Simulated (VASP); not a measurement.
# PtSe2 (P-3m1) in VASP: notebook, part 2 of 2

VASP 6.6.1. The steps go on from the part before.

### 4 Single point, PBE (strain +0.015 along x and y, -0.030 along z)

Contents of INCAR:

```
SYSTEM = PtSe2
ALGO = Normal
EDIFF = 1E-7
ENCUT = 520
GGA = PE
ISIF = 2
ISMEAR = 0
LASPH = .TRUE.
LCHARG = .FALSE.
LREAL = .FALSE.
LWAVE = .FALSE.
NBANDS = 18
NELM = 80
PREC = Accurate
SIGMA = 0.15
```

Contents of KPOINTS:

```
k-points
0
G
  12 12 10
  0 0 0
```

Contents of POSCAR:

```
PtSe2
1.0
    3.7798606137      0.0000000000      0.0000000000
   -1.8899303068      3.2734553142      0.0000000000
    0.0000000000      0.0000000000      4.9101400000
Pt Se
1 2
Direct
    0.0000000000      0.0000000000      0.0000000000
    0.3333333333      0.6666666667      0.2500000000
    0.6666666667      0.3333333333      0.7500000000
```

Potentials or basis: VASP PAW PBE potentials, release 64 (Pt, Se).

Command:

```
$ cat potpaw_PBE.64/Pt/POTCAR potpaw_PBE.64/Se/POTCAR > POTCAR
$ mpirun -np 1 vasp_std > vasp.out
```

OUTCAR:

```text
SYSTEM = PtSe2
   EDIFF = 1E-7
   ENCUT = 520
   GGA = PE
   ISIF = 2
   ISMEAR = 0
   LASPH = .TRUE.
   LREAL = .FALSE.
   NELM = 80
   PREC = Accurate

 ion  position               nearest neighbor table
   1  0.000  0.000  0.000-   2 2.50   3 2.50   2 2.50   3 2.50   3 2.50   2 2.50
   2  0.333  0.667  0.250-   1 2.50   1 2.50   1 2.50
   3  0.667  0.333  0.750-   1 2.50   1 2.50   1 2.50

  LATTYP: Found a hexagonal cell.
 ALAT       =     3.7798606137
 C/A-ratio  =     1.2990267372

[... 196 lines left out ...]
      6       2.5573      2.00000
[... 481 lines left out ...]
      5       0.4729      2.00000
      6       1.9849      2.00000
[... 10 lines left out ...]
     17      14.9187      0.00000
     18      15.2728      0.00000

 [... further k-points ...]
[... 5 lines left out ...]
  --------------------------------------------------------------------------------------
  -------------------------------------------------------------------------------------
  Total        2.1498794      2.1498794      2.3720279      0.0000000      0.0000000      0.0000000
  in kB       56.6955021     56.6955021     62.5538874      0.0000000      0.0000000      0.0000000
  external PRESSURE =      58.6482972 kB  Pullay stress =       0.0000000 kB

 VOLUME and BASIS-vectors are now :
 -----------------------------------------------------------------------------
  energy-cutoff  :      520.00
  volume of cell :       60.75
      direct lattice vectors                 reciprocal lattice vectors
     3.779860614  0.000000000  0.000000000     0.264560020  0.152743799  0.000000000
    -1.889930307  3.273455314  0.000000000     0.000000000  0.305487598  0.000000000
     0.000000000  0.000000000  4.910140000     0.000000000  0.000000000  0.203660181

 POSITION                                       TOTAL-FORCE (eV/Angst)
 -----------------------------------------------------------------------------------
      0.00000      0.00000      0.00000        -0.000000      0.000000     -0.000000
     -0.00000      2.18230      1.22754         0.000000     -0.000000      0.639016
      1.88993      1.09115      3.68261        -0.000000      0.000000     -0.639016
 -----------------------------------------------------------------------------------
    total drift:                               -0.000000     -0.000000     -0.000000

  FREE ENERGIE OF THE ION-ELECTRON SYSTEM (eV)
  ---------------------------------------------------
  free  energy   TOTEN  =       -14.1956739201 eV

  energy  without entropy=      -14.1876816700  energy(sigma->0) =      -14.19167780
```

Wall time 56 s (1 thread of Intel Xeon 6975P-C (Granite Rapids), shared host); peak memory 0.31 GiB.

Results:

```
Free energy            : -14.1957 eV
Pressure               : 5.9 GPa
Largest force          : 0.639 eV/Å
Band gap on the k mesh : zero (band 11 reaches 7.04 eV, above the bottom of band 12 at 6.49 eV)
```

Forces in eV/Å, atoms in the order of the input:
```
Pt   0.000  0.000  0.000
Se   0.000  0.000  0.639
Se   0.000  0.000 -0.639
```

Caveat: the cell differs from its parent crystal (strain +0.015 along x and y, -0.030 along z); spin-orbit coupling is left out, which moves the levels of the heavy elements.

### 5 Single point, PBE (strain +0.000 along x and y, +0.015 along z)

Contents of INCAR:

```
SYSTEM = PtSe2
PREC     = Accurate       ! precision mode
ENCUT    = 520            ! plane-wave cutoff, eV
EDIFF    = 1E-6           ! SCF threshold, eV
ISMEAR   = 0              ! smearing method
SIGMA    = 0.15           ! smearing width, eV
LREAL    = .FALSE.        ! projectors in reciprocal space
LASPH    = .TRUE.         ! aspherical terms in the spheres
NELM     = 100            ! most SCF steps
ALGO     = Normal         ! electronic algorithm
ISIF     = 2              ! what is computed and relaxed
LWAVE    = .FALSE.        ! write WAVECAR
LCHARG   = .FALSE.        ! write CHGCAR
GGA      = PE             ! functional
NBANDS   = 18             ! bands
```

Contents of KPOINTS:

```
Automatic mesh
0
G
  12 12 10
  0 0 0
```

Contents of POSCAR:

```
PtSe2
1.0
    3.7240006046      0.0000000000      0.0000000000
   -1.8620003023      3.2250791273      0.0000000000
    0.0000000000      0.0000000000      5.1379300000
Pt Se
1 2
Direct
    0.0000000000      0.0000000000      0.0000000000
    0.3333333333      0.6666666667      0.2500000000
    0.6666666667      0.3333333333      0.7500000000
```

Potentials or basis: VASP PAW PBE potentials, release 64 (Pt, Se).

Command:

```
$ cat potpaw_PBE.64/Pt/POTCAR potpaw_PBE.64/Se/POTCAR > POTCAR
$ mpirun -np 1 vasp_std > vasp.out
```

OUTCAR:

```text
SYSTEM = PtSe2
   PREC = Accurate
   ENCUT = 520
   EDIFF = 1E-6
   ISMEAR = 0
   LREAL = .FALSE.
   LASPH = .TRUE.
   NELM = 100
   ISIF = 2
   GGA = PE

 ion  position               nearest neighbor table
   1  0.000  0.000  0.000-   2 2.50   3 2.50   3 2.50   2 2.50   3 2.50   2 2.50
   2  0.333  0.667  0.250-   1 2.50   1 2.50   1 2.50
   3  0.667  0.333  0.750-   1 2.50   1 2.50   1 2.50

  LATTYP: Found a hexagonal cell.
 ALAT       =     3.7240006046
 C/A-ratio  =     1.3796802271

  Lattice vectors:

 A1 = (   3.7240006046,   0.0000000000,   0.0000000000)
 A2 = (  -1.8620003023,   3.2250791273,   0.0000000000)
 A3 = (   0.0000000000,   0.0000000000,   5.1379300000)

Analysis of symmetry for initial positions (statically):
=====================================================================
 Subroutine PRICEL returns:
 Original cell was already a primitive cell.

 Routine SETGRP: Setting up the symmetry group for a
 hexagonal supercell.

 Subroutine GETGRP returns: Found 12 space group operations
 (whereof 12 operations were pure point group operations)
 out of a pool of 24 trial point group operations.

[... 158 lines left out ...]
  ext. energy  EPLUGINS =         0.00000000
  ---------------------------------------------------
  free energy    TOTEN  =       -14.21853596 eV

  energy without entropy =      -14.21212260  energy(sigma->0) =      -14.21532928

 E-fermi :   6.3409     XC(G=0): -10.5546

 val. band max:        6.2958348914   @ k =   0.0833  -0.0000   0.1000
 cond. band min:       6.3572303003   @ k =   0.3333   0.3333   0.0000
 fundamental gap:      0.0613954089
 Fermi energy:         6.3408743649

 k-point     1 :       0.0000    0.0000    0.0000
  band No.  band energies     occupation
      1      -9.2445      2.00000
      2      -6.5630      2.00000
      3      -0.7717      2.00000
      4      -0.0167      2.00000
      5      -0.0167      2.00000
      6       2.3757      2.00000
[... 481 lines left out ...]
      5       0.3115      2.00000
      6       1.8147      2.00000
[... 10 lines left out ...]
     17      14.9056      0.00000
     18      15.0404      0.00000

 [... further k-points ...]
[... 5 lines left out ...]
  --------------------------------------------------------------------------------------
  -------------------------------------------------------------------------------------
  Total        2.4488871      2.4488871      1.6435458     -0.0000000      0.0000000      0.0000000
  in kB       63.5830042     63.5830042     42.6730893     -0.0000000      0.0000000      0.0000000
  external PRESSURE =      56.6130325 kB  Pullay stress =       0.0000000 kB

 VOLUME and BASIS-vectors are now :
 -----------------------------------------------------------------------------
  energy-cutoff  :      520.00
  volume of cell :       61.71
      direct lattice vectors                 reciprocal lattice vectors
     3.724000605  0.000000000  0.000000000     0.268528420  0.155034956  0.000000000
    -1.862000302  3.225079127  0.000000000     0.000000000  0.310069912  0.000000000
     0.000000000  0.000000000  5.137930000     0.000000000  0.000000000  0.194630912

 POSITION                                       TOTAL-FORCE (eV/Angst)
 -----------------------------------------------------------------------------------
      0.00000      0.00000      0.00000         0.000000      0.000000      0.000000
     -0.00000      2.15005      1.28448        -0.000000      0.000000      0.361530
      1.86200      1.07503      3.85345        -0.000000     -0.000000     -0.361530
 -----------------------------------------------------------------------------------
    total drift:                               -0.000000     -0.000000     -0.000000

  FREE ENERGIE OF THE ION-ELECTRON SYSTEM (eV)
  ---------------------------------------------------
  free  energy   TOTEN  =       -14.2185359641 eV

  energy  without entropy=      -14.2121226022  energy(sigma->0) =      -14.21532928
```

stdout:

```text
POSCAR found type information on POSCAR PtSe
 POSCAR found :  2 types and       3 ions
 scaLAPACK will be used
 LDA part: xc-table for (Slater+PW92), standard interpolation
 POSCAR, INCAR and KPOINTS ok, starting setup
 FFT: planning ... GRIDC
 FFT: planning ... GRID_SOFT
 FFT: planning ... GRID
 WAVECAR not read
 entering main loop
```

It took 50 s on 1 thread of Intel Xeon 6975P-C (Granite Rapids), shared host; peak memory 0.3 GiB.

What came out:

```
Free energy            : -14.2185 eV
Pressure               : 5.7 GPa
Largest force          : 0.362 eV/Å
Band gap on the k mesh : zero (band 11 reaches 6.69 eV, above the bottom of band 12 at 6.36 eV)
```

Forces in eV/Å, atoms in the order of the input:
```
Pt   0.000  0.000  0.000
Se   0.000  0.000  0.362
Se   0.000  0.000 -0.362
```

Stress tensor (GPa, compression positive):
```
6.36 0.00 0.00
0.00 6.36 0.00
0.00 0.00 4.27
```

Levels at points of the mesh, in eV from the Fermi level:
| k point | band 8 | band 9 | band 10 | band 11 | band 12 | band 13 | band 14 | band 15 |
| --- | --- | --- | --- | --- | --- | --- | --- | --- |
| (0.00, 0.00, 0.00) | -2.60 | -1.03 | -1.03 | 0.35 | 1.47 | 1.47 | 3.70 | 4.14 |
| (0.50, 0.00, 0.00) | -3.44 | -3.43 | -3.36 | -2.96 | 0.67 | 2.28 | 4.75 | 5.78 |
| (0.00, 0.00, 0.50) | -2.94 | -1.74 | -1.44 | -1.44 | 2.26 | 2.26 | 4.80 | 6.26 |
| (0.50, 0.00, 0.50) | -3.45 | -3.17 | -2.77 | -1.42 | 1.00 | 1.52 | 4.44 | 4.78 |

Caveat: the cell differs from its parent crystal (strain +0.000 along x and y, +0.015 along z); spin-orbit coupling is left out, which moves the levels of the heavy elements.

### 6 Overview

```csv
cell,gap on the mesh (eV),pressure (GPa),largest force (eV/Å)
"a = 3.668, b = 3.668, c = 5.138 Å, angles 90.0, 90.0, 120.0°, 3 atoms",none,10.7,0.73
"a = 3.668, b = 3.668, c = 5.214 Å, angles 90.0, 90.0, 120.0°, 3 atoms",none,8.8,0.50
"a = 3.780, b = 3.780, c = 4.910 Å, angles 90.0, 90.0, 120.0°, 3 atoms",none,5.9,0.64
"a = 3.724, b = 3.724, c = 5.138 Å, angles 90.0, 90.0, 120.0°, 3 atoms",none,5.7,0.36
```

Alike in all rows: task single point; level PBE; potentials or basis VASP PAW PBE potentials, release 64 (Pt, Se); no spin polarisation; k mesh 12 × 12 × 10; cutoff (eV) 520; smearing gaussian 0.15 eV.

Caveats: spin-orbit coupling is left out, which moves the levels of the heavy elements.

Total energies depend on the potentials used, so only differences within one code and one set of settings carry meaning.
